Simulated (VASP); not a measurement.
**C: relaxation of cell and atoms with r2SCAN+D4**

The system is C.

```xyz
2
Lattice="2.1273 -1.2283 0.0000 2.1273 1.2283 0.0000 -1.3791 0.0000 3.5028" Properties=species:S:1:pos:R:3 pbc="T T T"
C     3.5455    0.0000    0.0003
C    -0.6699    0.0000    3.5025
```

```json
{
 "Program": "VASP 6.6.1",
 "Task": "relaxation of cell and atoms",
 "Functional": "r2SCAN",
 "Dispersion": "D4",
 "Potentials or basis": "VASP PAW PBE potentials, release 64 (C)",
 "Cutoff": "600 eV",
 "k mesh": "16 × 16 × 9",
 "Occupations": "methfessel-paxton, width 0.1 eV",
 "Spin": "no spin polarisation",
 "Dipole correction": "no",
 "Further INCAR settings": "ALGO = Normal; EDIFF = 1e-06; IBRION = 2; EDIFFG = -0.05; NSW = 80; ISIF = 3"
}
```

The relaxed volume is 8.74 Å³/atom. The relaxed cell is a = 2.455 Å, b = 2.455 Å, c = 3.626 Å, α = 109.33°, β = 109.33°, γ = 60.00°, the space group after relaxing (to 0.1 Å) is R-3m (No. 166) and the energy gained by relaxing is 2.1 meV/atom. The ionic steps are 8. The pressure after relaxing is -0.3 GPa and the largest force after relaxing is 0.023 eV/Å. The dispersion energy per atom is -0.076 eV.

Forces in eV/Å, atoms in the order of the input:
```
C    0.014  0.000  0.018
C   -0.014  0.000 -0.018
```

Stress tensor (GPa, compression positive):
```
-0.39  0.00 -0.04
 0.00 -0.42  0.00
-0.04  0.00 -0.07
```

Step by step:
```csv
step,energy change (eV),largest force (eV/Å),pressure (GPa),volume (Å³)
1,0.0000,0.0097,-1.16,18.31
2,-0.0002,0.0065,1.21,18.13
3,-0.0004,0.0004,0.17,18.21
4,-0.0010,0.0080,0.17,18.13
5,-0.0025,0.0336,0.21,17.92
6,-0.0039,0.0841,0.31,17.49
7,-0.0032,0.1340,-1.47,17.46
8,-0.0041,0.0226,-0.29,17.48
```

Final structure:
```
C
1.0
     2.12578   -1.22734   -0.00240
     2.12578    1.22734   -0.00240
    -1.38202    0.00000    3.35177
C
2
Direct
  0.83327 0.83327 0.99990
  0.16673 0.16673 0.00010
```

Run time: 14 min on 1 thread of Intel(R) Xeon(R) 6975P-C (Granite Rapids), with other jobs on the host, peak memory 0.2 GiB.

Caveat: the PAW data sets were made with another functional, which shifts forces and pressure a little; the relaxation stopped at a loose force limit of 0.05 eV/Å, so its end isn't a converged minimum.
